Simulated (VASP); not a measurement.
# Gd (P6_3/mmc) in VASP: further runs

The runs below take Gd through single point, with PBE.

Program: VASP 6.6.1. These are calculated values, not measurements. Logs are shortened: lines on timing, memory, paths and dates and some standing lists are left out, and cuts for length are marked.

## (1) The cell of the first run

It takes space group P6_3/mmc (No. 194, hexagonal). The conventional cell has a = 3.636 Å, b = 3.636 Å, c = 5.783 Å, α = 90.00°, β = 90.00°, γ = 120.00°. Within 4.7 Å of Gd (site symmetry -6m2) lie 12 Gd at 3.57 to 3.64 Å.

## (2) Single point, PBE, collinear spin, ferromagnetic start

File INCAR:

```
SYSTEM = Gd
PREC = Accurate ; ENCUT = 520
EDIFF = 1E-6 ; ISMEAR = -1
SIGMA = 0.1 ; LREAL = .False.
LASPH = .True. ; NELM = 150
ALGO = Normal ; ISIF = 2
LWAVE = .False. ; LCHARG = .False.
ISPIN = 2 ; MAGMOM = 7 7
LORBIT = 11 ; LMAXMIX = 6
GGA = PE ; NBANDS = 29
```

File KPOINTS:

```
regular mesh
0
Gamma
  9 9 5
  0 0 0
```

File POSCAR:

```
Gd
1.0
    3.6360000000      0.0000000000      0.0000000000
   -1.8180000000      3.1488680000      0.0000000000
    0.0000000000      0.0000000000      5.7826000000
Gd
2
Direct
    0.3333333333      0.6666666667      0.2500000000
    0.6666666667      0.3333333333      0.7500000000
```

Potentials or basis: VASP PAW PBE potentials, release 64 (Gd).

Started as:

```sh
$ cat potpaw_PBE.64/Gd/POTCAR > POTCAR
$ mpirun -np 1 vasp_std > vasp.out
```

OUTCAR:

```text
SYSTEM = Gd
   PREC = Accurate
   ENCUT = 520
   EDIFF = 1E-6
   ISMEAR = -1
   LREAL = .False.
   LASPH = .True.
   NELM = 150
   ISIF = 2
   ISPIN = 2
   LORBIT = 11
   GGA = PE

 ion  position               nearest neighbor table
   1  0.333  0.667  0.250-
   2  0.667  0.333  0.750-

  LATTYP: Found a hexagonal cell.
 ALAT       =     3.6360000000
 C/A-ratio  =     1.5903740374

  Lattice vectors:

 A1 = (   3.6360000000,   0.0000000000,   0.0000000000)
 A2 = (  -1.8180000000,   3.1488680000,   0.0000000000)
 A3 = (   0.0000000000,   0.0000000000,   5.7826000000)

Analysis of symmetry for initial positions (statically):
=====================================================================
 Subroutine PRICEL returns:
 Original cell was already a primitive cell.

 Routine SETGRP: Setting up the symmetry group for a
 hexagonal supercell.

 Subroutine GETGRP returns: Found 24 space group operations
 (whereof 12 operations were pure point group operations)
 out of a pool of 24 trial point group operations.

The static configuration has the point symmetry D_3d.
 The point group associated with its full space group is D_6h.

Analysis of symmetry for dynamics (positions and initial velocities):
=====================================================================
 Subroutine PRICEL returns:
 Original cell was already a primitive cell.

 Routine SETGRP: Setting up the symmetry group for a
 hexagonal supercell.

 Subroutine GETGRP returns: Found 24 space group operations
 (whereof 12 operations were pure point group operations)
 out of a pool of 24 trial point group operations.

The dynamic configuration has the point symmetry D_3d.
 The point group associated with its full space group is D_6h.

Analysis of structural, dynamic, and magnetic symmetry:
=====================================================================
 Subroutine PRICEL returns:
 Original cell was already a primitive cell.

 Routine SETGRP: Setting up the symmetry group for a
 hexagonal supercell.

 Subroutine GETGRP returns: Found 24 space group operations
 (whereof 12 operations were pure point group operations)
 out of a pool of 24 trial point group operations.

The overall configuration has the point symmetry D_3d.
 The point group associated with its full space group is D_6h.

 Subroutine INISYM returns: Found 24 space group operations
 (whereof 12 operations are pure point group operations),
 and found     1 'primitive' translations

----------------------------------------------------------------------------------------

                                     Primitive cell

  volume of cell :      66.2066

  direct lattice vectors                    reciprocal lattice vectors
     3.636000000  0.000000000  0.000000000     0.275027503  0.158787221  0.000000000
    -1.818000000  3.148868000  0.000000000     0.000000000  0.317574443  0.000000000
     0.000000000  0.000000000  5.782600000     0.000000000  0.000000000  0.172932591

  length of vectors
     3.636000000  3.635999681  5.782600000     0.317574415  0.317574443  0.172932591

  position of ions in fractional coordinates (direct lattice)
     0.333333333  0.666666667  0.250000000
     0.666666667  0.333333333  0.750000000

  ion indices of the primitive-cell ions
   primitive index   ion index
                 1           1
                 2           2

----------------------------------------------------------------------------------------

 KPOINTS: regular mesh

Automatic generation of k-mesh.
 Grid dimensions read from file:
 generate k-points for:    9    9    5

 Generating k-lattice:

  Cartesian coordinates                     Fractional coordinates (reciprocal lattice)
     0.030558611  0.017643025  0.000000000     0.111111111  0.000000000  0.000000000
     0.000000000  0.035286049  0.000000000     0.000000000  0.111111111  0.000000000
     0.000000000  0.000000000  0.034586518     0.000000000  0.000000000  0.200000000

  Length of vectors
     0.035286046  0.035286049  0.034586518

  Shift w.r.t. Gamma in fractional coordinates (k-lattice)
     0.000000000  0.000000000  0.000000000

 Subroutine IBZKPT returns following result:
 ===========================================

 Found     36 irreducible k-points:

 Following reciprocal coordinates:
            Coordinates               Weight
  0.000000  0.000000  0.000000      1.000000
  0.111111  0.000000  0.000000      6.000000
  0.222222  0.000000  0.000000      6.000000
  0.333333  0.000000  0.000000      6.000000
  0.444444  0.000000  0.000000      6.000000
  0.111111  0.111111  0.000000      6.000000
[... 16 lines left out ...]
  0.333333  0.222222  0.200000     24.000000
  0.333333  0.333333  0.200000      4.000000
 [... further k-points ...]
   k-points           NKPTS =     36   k-points in BZ     NKDIM =     36   number of bands    NBANDS=     29
   number of dos      NEDOS =    301   number of ions     NIONS =      2
   total plane-waves  NPLWV =  37632
   dimension x,y,z NGX =    28 NGY =   28 NGZ =   48
   dimension x,y,z NGXF=    56 NGYF=   56 NGZF=   96
   ions per type =               2
   NGX,Y,Z   is equivalent  to a cutoff of  12.80, 12.80, 13.80 a.u.
   NGXF,Y,Z  is equivalent  to a cutoff of  25.60, 25.60, 27.60 a.u.
 SYSTEM =  Gd
   PREC   = accura    normal or accurate (medium, high low for compatibility)
   ISTART =      0    job   : 0-new  1-cont  2-samecut
   ICHARG =      2    charge: 1-file 2-atom 10-const
   ISPIN  =      2    spin polarized calculation?
   LNONCOLLINEAR =      F non collinear calculations
   LSORBIT =      F    spin-orbit coupling
   LASPH  =      T    aspherical Exc in radial PAW
   ENCUT  =  520.0 eV  38.22 Ry    6.18 a.u.   6.76  6.76 10.75*2*pi/ulx,y,z
   NELM   =    150;   NELMIN=  2; NELMDL= -5     # of ELM steps
   EDIFF  = 0.1E-05   stopping-criterion for ELM
   LREAL  =      F    real-space projection
   EDIFFG = 0.1E-04   stopping-criterion for IOM
   NSW    =      0    number of steps for IOM
   IBRION =     -1    ionic relax: 0-MD 1-quasi-New 2-CG
   NFREE  =      0    steps in history (QN), initial steepest desc. (CG)
   ISIF   =      2    stress and relaxation
   ISYM   =      2    0-nonsym 1-usesym 2-fastsym
   POTIM  = 0.5000    time-step for ionic-motion
   TEBEG  =    0.0;   TEEND  =   0.0 temperature during run
   PSTRESS=    0.0 pullay stress
   NELECT =      36.0000    total number of electrons
   NUPDOWN=      -1.0000    fix difference up-down
   EMIN   =  10.00;   EMAX   =-10.00  energy-range for DOS
   EFERMI =   0.00;   METHOD = LEGACY
   ISMEAR =    -1;   SIGMA  =   0.10  broadening in eV -4-tet -1-fermi 0-gaus
   EFERMI_NEDOS =   21; number of points for ismear=-14 and -15
   IALGO  =     38    algorithm
   IMIX   =      4    mixing-type and parameters
     AMIX     =   0.40;   BMIX     =  1.00
     AMIX_MAG =   1.60;   BMIX_MAG =  1.00
  volume/ion in A,a.u.               =      33.10       223.39
  Fermi-wavevector in a.u.,A,eV,Ry     =   1.336211  2.525073 24.292670  1.785461
  Thomas-Fermi vector in A             =   2.464856
   LORBIT       =     11    0 simple, 1 ext, 2 COOP (PROOUT), +10 PAW based schemes
   GGA     = PE    functional components
   LHFCALC =     F    Hartree Fock is set to
   AEXX    =    0.0000 exact exchange contribution
   IVDW    =     0    specifies the selected vdW correction
   LEPSILON=     F    determine dielectric tensor
   LRPA    =     F    only Hartree local field effects (RPA)
 spin polarized calculation
  energy-cutoff  :      520.00
  volume of cell :       66.21
 maximum number of plane-waves:      1808
 NGX is ok and might be reduce to    28
   NGX = 13   NGY = 13   NGZ = 21

 number of electron      36.0000005 magnetization      15.1622599

 Free energy of the ion-electron system (eV)
  ---------------------------------------------------
  ext. energy  EPLUGINS =         0.00000000
  ---------------------------------------------------
  free energy    TOTEN  =       -23.46799779 eV

  energy without entropy =      -23.33634789  energy(sigma->0) =      -23.40217284

 E-fermi :   2.9622     XC(G=0):  -9.9680

 val. band max:        2.9586446920   @ k =   0.3333   0.2222   0.4000
 cond. band min:       2.9635196287   @ k =   0.3333   0.3333   0.4000
 fundamental gap:      0.0048749367
 Fermi energy:         2.9622010299

 spin component 1

 k-point     1 :       0.0000    0.0000    0.0000
  band No.  band energies     occupation
      1     -42.2754      1.00000
      2     -42.2059      1.00000
      3     -20.0340      1.00000
      4     -19.4215      1.00000
      5     -19.4215      1.00000
      6     -19.3150      1.00000
[... 21 lines left out ...]
     28       4.4890      0.00000
     29       4.9447      0.00000
[... 705 lines left out ...]
 k-point    24 :       0.3333    0.3333    0.2000
  band No.  band energies     occupation
      1     -42.1993      1.00000
      2     -42.1993      1.00000
      3     -19.7999      1.00000
      4     -19.7973      1.00000
      5     -19.7973      1.00000
      6     -19.6124      1.00000
[... 21 lines left out ...]
     28       3.4776      0.00574
     29       5.1063      0.00000

 [... further k-points ...]

 spin component 2

 k-point     1 :       0.0000    0.0000    0.0000
  band No.  band energies     occupation
      1     -39.0525      1.00000
      2     -38.9651      1.00000
      3     -17.8065      1.00000
      4     -17.0573      1.00000
      5     -17.0572      1.00000
      6     -16.9318      1.00000
[... 21 lines left out ...]
     28       5.6705      0.00000
     29       6.1328      0.00000
[... 705 lines left out ...]
 k-point    24 :       0.3333    0.3333    0.2000
  band No.  band energies     occupation
      1     -38.9565      1.00000
      2     -38.9565      1.00000
      3     -17.5277      1.00000
      4     -17.5115      1.00000
      5     -17.5115      1.00000
      6     -17.2956      1.00000
[... 21 lines left out ...]
     28       4.7687      0.00000
     29       6.1120      0.00000

 [... further k-points ...]

------------------------ aborting loop because EDIFF is reached ----------------------------------------

  FORCE on cell =-STRESS in cart. coord.  units (eV):
  Direction    XX          YY          ZZ          XY          YZ          ZX
  --------------------------------------------------------------------------------------
  -------------------------------------------------------------------------------------
  Total        0.2647668      0.2647667      0.4060837      0.0000000     -0.0000000      0.0000000
  in kB        6.4072629      6.4072614      9.8270838      0.0000000     -0.0000000      0.0000000
  external PRESSURE =       7.5472027 kB  Pullay stress =       0.0000000 kB

 VOLUME and BASIS-vectors are now :
 -----------------------------------------------------------------------------
  energy-cutoff  :      520.00
  volume of cell :       66.21
      direct lattice vectors                 reciprocal lattice vectors
     3.636000000  0.000000000  0.000000000     0.275027503  0.158787221  0.000000000
    -1.818000000  3.148868000  0.000000000     0.000000000  0.317574443  0.000000000
     0.000000000  0.000000000  5.782600000     0.000000000  0.000000000  0.172932591

 POSITION                                       TOTAL-FORCE (eV/Angst)
 -----------------------------------------------------------------------------------
     -0.00000      2.09925      1.44565         0.000000     -0.000000      0.000000
      1.81800      1.04962      4.33695        -0.000000      0.000000     -0.000000
 -----------------------------------------------------------------------------------
    total drift:                               -0.000000      0.000000     -0.000000

  FREE ENERGIE OF THE ION-ELECTRON SYSTEM (eV)
  ---------------------------------------------------
  free  energy   TOTEN  =       -23.4679977887 eV

  energy  without entropy=      -23.3363478885  energy(sigma->0) =      -23.40217284

 total charge

# of ion       s       p       d       f       tot
--------------------------------------------------
    1        2.073   5.567   0.565   6.997  15.202
    2        2.073   5.567   0.565   6.997  15.202
--------------------------------------------------
tot          4.147  11.133   1.131  13.993  30.404

 magnetization (x)

# of ion       s       p       d       f       tot
--------------------------------------------------
    1        0.004  -0.053   0.209   6.802   6.962
    2        0.004  -0.053   0.209   6.802   6.962
--------------------------------------------------
tot          0.008  -0.105   0.417  13.605  13.924
```

Run time: 7.8 min. Hardware: 1 thread of Intel Xeon Platinum 8259CL at 2.50GHz (Skylake/Cascade Lake), shared host; peak memory 0.29 GiB.

What came out:

| Property | Result |
| --- | --- |
| Free energy | -23.4680 eV |
| Pressure | 0.8 GPa |
| Net moment | 15.16 μB per cell |
| Site moments | Gd +6.96 μB |
| Valence electrons inside the program's atomic spheres | Gd 15.20 |

Levels at points of the mesh, in eV from the Fermi level:
Spin up:
```
           k point  band 22  band 23  band 24  band 25  band 26  band 27  band 28  band 29
(0.00, 0.00, 0.00)    -4.66    -4.66    -2.47     1.06     1.35     1.35     1.53     1.98
```
Spin down:
| k point | band 8 | band 9 | band 10 | band 11 | band 12 | band 13 |
| --- | --- | --- | --- | --- | --- | --- |
| (0.00, 0.00, 0.00) | -19.88 | -4.18 | -1.44 | 0.42 | 0.46 | 0.50 |

Caveat: spin-orbit coupling is left out, which moves the levels of the heavy elements. The state reached can hang on the start; a lower one may exist.

## (3) Single point, PBE, collinear spin, antiferromagnetic start

File INCAR:

```
PREC = Accurate
ENCUT = 520
EDIFF = 1E-6
ISMEAR = -1
SIGMA = 0.1
LREAL = False
LASPH = True
NELM = 150
ALGO = Normal
ISIF = 2
LWAVE = False
LCHARG = True
ISPIN = 2
MAGMOM = 7 -7
LORBIT = 11
LMAXMIX = 6
GGA = PE
LELF = True
LVHAR = True
NBANDS = 29
```

File KPOINTS:

```
regular mesh
0
Gamma
  9 9 5
```

POSCAR is that of step 2.

Potentials or basis: VASP PAW PBE potentials, release 64 (Gd).

Started as:

```sh
$ cat potpaw_PBE.64/Gd/POTCAR > POTCAR
$ mpirun -np 1 vasp_std > vasp.out
```

Wall time 5.9 min (1 thread of Intel Xeon Platinum 8259CL at 2.50GHz (Skylake/Cascade Lake), shared host); peak memory 0.29 GiB.

Results (log left out):

- Free energy: -23.4822 eV
- Pressure: 0.6 GPa
- Band gap on the k mesh: zero (filled and empty bands overlap)
- Net moment: 0.00 μB per cell
- Site moments: Gd +6.92, -6.92 μB
- Valence electrons inside the program's atomic spheres: Gd 15.21

Stress tensor (GPa, compression positive):
```
0.41 0.00 0.00
0.00 0.41 0.00
0.00 0.00 0.84
```

Levels at points of the mesh, in eV from the Fermi level:
Spin up:
| k point | band 15 | band 16 | band 17 | band 18 | band 19 | band 20 | band 21 | band 22 |
| --- | --- | --- | --- | --- | --- | --- | --- | --- |
| (0.00, 0.00, 0.00) | -4.60 | -4.59 | -1.91 | 0.53 | 0.57 | 0.66 | 0.66 | 0.73 |
Spin down:
| k point | band 16 | band 17 | band 18 | band 19 | band 20 | band 21 |
| --- | --- | --- | --- | --- | --- | --- |
| (0.00, 0.00, 0.00) | -4.59 | -1.91 | 0.53 | 0.57 | 0.66 | 0.66 |

Caveat: spin-orbit coupling is left out, which moves the levels of the heavy elements.
